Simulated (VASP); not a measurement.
Slab: C, a slab with vacuum.

```
CELL_PARAMETERS angstrom
2.45617 0.00000 0.00000
-1.22809 2.12711 0.00000
0.00000 0.00000 8.52380
ATOMIC_POSITIONS crystal
C 0.33333 0.66667 0.00000
C 0.66667 0.33333 0.00000
```

Base run:

```yaml
Program: VASP 6.6.1
Functional: PBEsol
Dispersion: D3(BJ)
Potentials_or_basis: VASP PAW PBE potentials, release 64 (C)
Cutoff: 600 eV
k_mesh: 9 × 9 × 3
Occupations: gaussian, width 0.1 eV
Spin: no spin polarisation
```

Its results: band gap on the k mesh zero (filled and empty bands touch).

Q: The run is repeated on the same cell with these changes: k mesh from 9 × 9 × 3 to 7 × 7 × 2. What comes out?

A: Band gap on the k mesh 3.04 eV, direct.

Caveats: some runs use coarse meshes; three body term missing.

A k mesh can miss the band edges.
